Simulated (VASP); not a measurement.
**WSe2: single point with PBE**

WSe2:

```
W Se
1.0
     3.32173    0.00000    0.00000
    -1.66086    2.87670    0.00000
     0.00000    0.00000   14.59251
W Se
2 4
Direct
  0.66667 0.33333 0.75000
  0.33333 0.66667 0.25000
  0.33333 0.66667 0.86496
  0.66667 0.33333 0.36496
  0.33333 0.66667 0.63504
  0.66667 0.33333 0.13504
```

This cell differs from its parent crystal: uniaxial strain along c: -3.0 %, then relaxed in part.

| Property | Result |
| --- | --- |
| Program | VASP 6.6.1 |
| Task | single point |
| Functional | PBE |
| Potentials or basis | VASP PAW PBE potentials, release 64 (W_sv, Se) |
| Cutoff | 520 eV |
| k mesh | 12 × 12 × 2 |
| Occupations | gaussian, width 0.02 eV |
| Spin | no spin polarisation |
| Dipole correction | no |
| Further INCAR settings | ALGO = Normal; EDIFF = 1e-06; NBANDS = 35 |

The pressure is 0.3 GPa. The largest force is 0.045 eV/Å and the band gap on the k mesh is 1.41 eV (least direct gap 1.51 eV).

Forces in eV/Å, atoms in the order of the input:
```
W    0.000  0.000  0.000
W    0.000  0.000  0.000
Se   0.000  0.000  0.045
Se   0.000  0.000  0.045
Se   0.000  0.000 -0.045
Se   0.000  0.000 -0.045
```

Stress tensor (GPa, compression positive):
```
0.21 0.00 0.00
0.00 0.21 0.00
0.00 0.00 0.46
```

Levels at points of the mesh, in eV from the valence-band top:
| k point | band 22 | band 23 | band 24 | band 25 | band 26 | band 27 | band 28 | band 29 | band 30 | band 31 |
| --- | --- | --- | --- | --- | --- | --- | --- | --- | --- | --- |
| (0.00, 0.00, 0.00) | -1.28 | -1.27 | -1.27 | -0.62 | -0.02 | 2.86 | 2.86 | 2.87 | 2.87 | 3.01 |
| (0.50, 0.00, 0.00) | -2.14 | -1.03 | -1.01 | -1.00 | -0.96 | 2.30 | 2.31 | 2.61 | 2.74 | 3.36 |
| (0.00, 0.00, 0.50) | -1.27 | -1.27 | -1.27 | -0.23 | -0.23 | 2.86 | 2.86 | 2.86 | 2.86 | 3.03 |
| (0.50, 0.00, 0.50) | -2.16 | -1.02 | -1.02 | -0.99 | -0.99 | 2.31 | 2.31 | 2.68 | 2.68 | 3.60 |

Wall time 5.6 min on 1 thread of Intel Xeon 8259CL, on a shared host, peak memory 0.38 GiB.

Caveat: the cell differs from its parent crystal (uniaxial strain along c: -3.0 %, then relaxed in part); spin-orbit coupling is left out, which moves the levels of the heavy elements; this functional lacks dispersion, which binds the layers, so the pressure and a relaxed spacing across them are unreliable. A k mesh can miss the band edges.
